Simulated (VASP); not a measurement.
A run of VASP 6.6.1 is set up as follows.

File INCAR:

```
SYSTEM = BaCd3Se4
PREC = Accurate
ENCUT = 520
EDIFF = 1E-6
ISMEAR = 0
SIGMA = 0.15
LREAL = .FALSE.
LASPH = .TRUE.
NELM = 80
ALGO = Normal
ISIF = 2
LWAVE = .FALSE.
LCHARG = .FALSE.
GGA = PE
NBANDS = 45
```

KPOINTS

```
regular mesh
0
G
  2 2 2
  0 0 0
```

File POSCAR:

```
BaCd3Se4
1.0
    6.5820673720      0.0000000000      0.0000000000
    0.0000000000      6.5820673720      0.0000000000
    0.0000000000      0.0000000000      6.5820673720
Ba Cd Se
1 3 4
Direct
    0.0000000000      0.0000000000      0.0000000000
    0.5000000000      0.0000000000      0.0000000000
    0.0000000000      0.5000000000      0.0000000000
    0.0000000000      0.0000000000      0.5000000000
    0.2596569179      0.2596569179      0.2596569179
    0.2596569179      0.7403430821      0.7403430821
    0.7403430821      0.7403430821      0.2596569179
    0.7403430821      0.2596569179      0.7403430821
```

Potentials or basis: VASP PAW PBE potentials, release 64 (Ba_sv, Cd, Se).

Command:

```sh
$ cat potpaw_PBE.64/Ba_sv/POTCAR potpaw_PBE.64/Cd/POTCAR potpaw_PBE.64/Se/POTCAR > POTCAR
$ mpirun -np 1 vasp_std > vasp.out
```

Q: Estimate the band gap on the k mesh.

A: 0.93 eV, indirect (least direct gap 0.98 eV).

Q: Predict the pressure.

A: 0.7 GPa.

Q: Estimate the largest force.

A: 0.190 eV/Å.

Forces in eV/Å, atoms in the order of the input:
```
Ba   0.000  0.000  0.000
Cd   0.000  0.000  0.000
Cd   0.000  0.000  0.000
Cd   0.000  0.000  0.000
Se   0.110  0.110  0.110
Se   0.110 -0.110 -0.110
Se  -0.110 -0.110  0.110
Se  -0.110  0.110 -0.110
```

Caveat: the k points lie up to 0.48 Å⁻¹ apart; spin-orbit coupling is left out, which moves the levels of the heavy elements. A k mesh can miss the band edges.
